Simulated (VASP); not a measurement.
LiSb7:

```
Li Sb
1.0
     6.70822    0.00000    0.00000
    -3.35411    5.80949    0.00000
     0.00000    0.00000    5.52624
Li Sb
1 7
Direct
  0.00000 0.00000 0.00000
  0.49929 0.99857 0.00000
  0.49929 0.50071 0.00000
  0.00143 0.50071 0.00000
  0.35465 0.17732 0.50000
  0.82268 0.17732 0.50000
  0.82268 0.64535 0.50000
  0.33333 0.66667 0.50000
```

```yaml
Program: VASP 6.6.1
Task: relaxation of cell and atoms
Functional: PBE
Potentials_or_basis: VASP PAW PBE potentials, release 64 (Li_sv, Sb)
Cutoff: 600 eV
k_mesh: 9 × 9 × 8
Occupations: gaussian, width 0.1 eV
Spin: no spin polarisation
```

At the start: pressure 0.0 GPa; volume 26.92 Å³/atom.

Q: Where does the relaxation end?

A: Over 30 steps the energy falls by 23.5 meV/atom and the volume is 27.05 Å³/atom (+0.5 %); space group P-6m2 (No. 187, to 0.05 Å).

The path:
| step | energy change (eV) | largest force (eV/Å) | pressure (GPa) | volume (Å³) |
| --- | --- | --- | --- | --- |
| 1 | 0.0000 | 0.3320 | 0.01 | 215.36 |
| 2 | -0.0335 | 0.3212 | -0.12 | 215.41 |
| 3 | -0.0811 | 0.2451 | -0.33 | 215.39 |
| 4 | -0.1050 | 0.2035 | 0.18 | 212.72 |
| 5 | -0.1173 | 0.1641 | 1.06 | 208.92 |
| 6 | -0.1286 | 0.1464 | 0.92 | 209.31 |
| 7 | -0.1550 | 0.0935 | 0.64 | 210.47 |
| 8 | -0.1640 | 0.1857 | 0.59 | 212.79 |
| 9 | -0.1685 | 0.1309 | 0.54 | 211.79 |
| 10 | -0.1688 | 0.1369 | 0.54 | 211.96 |
| 11 | -0.1739 | 0.1348 | 0.06 | 213.70 |
| 12 | -0.1743 | 0.1342 | -0.12 | 214.41 |
| 13 | -0.1766 | 0.1183 | -0.09 | 214.38 |
| 14 | -0.1810 | 0.0622 | 0.03 | 214.29 |
| 15 | -0.1771 | 0.0941 | 0.34 | 214.11 |
| 16 | -0.1817 | 0.0598 | 0.10 | 214.25 |
| 17 | -0.1831 | 0.0664 | -0.03 | 214.95 |
| 18 | -0.1840 | 0.0831 | -0.32 | 216.65 |
| 19 | -0.1843 | 0.0814 | -0.31 | 216.70 |
| 20 | -0.1854 | 0.0759 | -0.28 | 216.84 |
| 21 | -0.1867 | 0.0613 | -0.20 | 217.12 |
| 22 | -0.1860 | 0.0792 | -0.01 | 217.68 |
| 23 | -0.1870 | 0.0486 | -0.14 | 217.30 |
| 24 | -0.1874 | 0.0416 | -0.09 | 216.98 |
| 25 | -0.1879 | 0.0307 | 0.10 | 216.05 |
| 26 | -0.1882 | 0.0179 | 0.07 | 216.09 |
| 27 | -0.1883 | 0.0115 | 0.02 | 216.16 |
| 28 | -0.1883 | 0.0113 | 0.02 | 216.17 |
| 29 | -0.1883 | 0.0108 | 0.01 | 216.23 |
| 30 | -0.1884 | 0.0092 | -0.02 | 216.42 |

Final structure:
```
Li Sb
1.0
     6.65176    0.00000    0.00000
    -3.32588    5.76059    0.00000
     0.00000    0.00000    5.64787
Li Sb
1 7
Direct
  0.00000 0.00000 0.00000
  0.48903 0.97806 0.00000
  0.48903 0.51097 0.00000
  0.02194 0.51097 0.00000
  0.30570 0.15285 0.50000
  0.84715 0.15285 0.50000
  0.84715 0.69430 0.50000
  0.33333 0.66667 0.50000
```

Caveat: the cutoff is under 1.25 times the usual one of these potentials, so pressure, stress and relaxed cells hold a basis-set (Pulay) error.
